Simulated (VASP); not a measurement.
Write the native input for VASP 6.6.1 that does the following.

| Property | Result |
| --- | --- |
| Task | single point |
| Functional | PBEsol |
| Potentials or basis | VASP PAW PBE potentials, release 64 (W_sv) |
| Cutoff | 500 eV |
| k mesh | 22 × 22 × 22 |
| Occupations | gaussian, width 0.15 eV |
| Spin | no spin polarisation |
| Dipole correction | no |
| Further INCAR settings | ALGO = Normal; EDIFF = 1e-06; NBANDS = 13 |

The structure of W lies in POSCAR:

```
W
1.0
    0.0000000000      2.0512422182      1.8988349214
    2.0512422182      0.0000000000      1.8988349214
    2.0512422182      2.0512422182      0.0000000000
W
1
Direct
    0.0000000000      0.0000000000      0.0000000000
```

The input as run:

INCAR

```
  ALGO = Normal
  EDIFF = 1E-6
  ENCUT = 500
  GGA = PS
  GGA_COMPAT = F
  ISIF = 2
  ISMEAR = 0
  LASPH = T
  LCHARG = F
  LREAL = F
  LWAVE = F
  NBANDS = 13
  NELM = 120
  PREC = Accurate
  SIGMA = 0.15
```

KPOINTS

```
k-points
0
Gamma
  22 22 22
```

Potentials or basis: VASP PAW PBE potentials, release 64 (W_sv).

Launch:

```console
$ cat potpaw_PBE.64/W_sv/POTCAR > POTCAR
$ mpirun -np 1 vasp_std > vasp.out
```

Results of the run:

```
Pressure               : 0.4 GPa
Band gap on the k mesh : zero (bands 7 and 8 overlap by 4.81 eV)
```

Caveat: the PAW data sets were made with another functional, which shifts forces and pressure a little; spin-orbit coupling is left out, which moves the levels of the heavy elements.

Run time: 2.6 min on 1 thread of Intel(R) Xeon(R) Platinum 8259CL CPU @ 2.50GHz (Skylake/Cascade Lake) (shared host), peak memory 0.26 GiB.
